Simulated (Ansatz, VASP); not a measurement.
# BaTaH4: VASP beside Ansatz

```xyz
6
Lattice="3.0056 0.0000 0.0000 0.0000 3.2664 0.0000 0.0000 0.0000 6.8217" Properties=species:S:1:pos:R:3 pbc="T T T"
Ba    0.0000    0.0000    6.6398
Ta    0.0000    1.6332    3.0886
H     1.5028    0.0000    2.5355
H     1.5028    1.6332    5.7914
H     1.5028    1.6332    1.6623
H     1.5028    0.0000    4.1585
```

Alike in both runs: functional PBE; k mesh 6 × 6 × 4; occupations gaussian, width 0.1 eV; no spin polarisation.

Ansatz relaxed the structure, and its values are those at the end. VASP's run is a single point on that final structure, the one shown.

```csv
,VASP,Ansatz
version,VASP 6.6.1,Ansatz 0.2.0
potentials or method,"VASP PAW PBE potentials, release 64 (Ba_sv, Ta_sv_GW, H), cutoff 500 eV","scalar-relativistic, plane waves, PAW"
valence electrons in the cell,27,27
```

Ansatz gave:

- gap on the k mesh at the Fermi level (eV): none
- pressure (GPa): 0.1
- rms of the force components (eV/Å): 0.011

Problem. Which values does VASP return?

Solution. gap on the k mesh at the Fermi level (eV): none; pressure (GPa): 1.6; rms of the force components (eV/Å): 0.042.

A gap of «none» marks a metal or a gap that the smearing closes.

Neither program's run includes spin-orbit coupling.
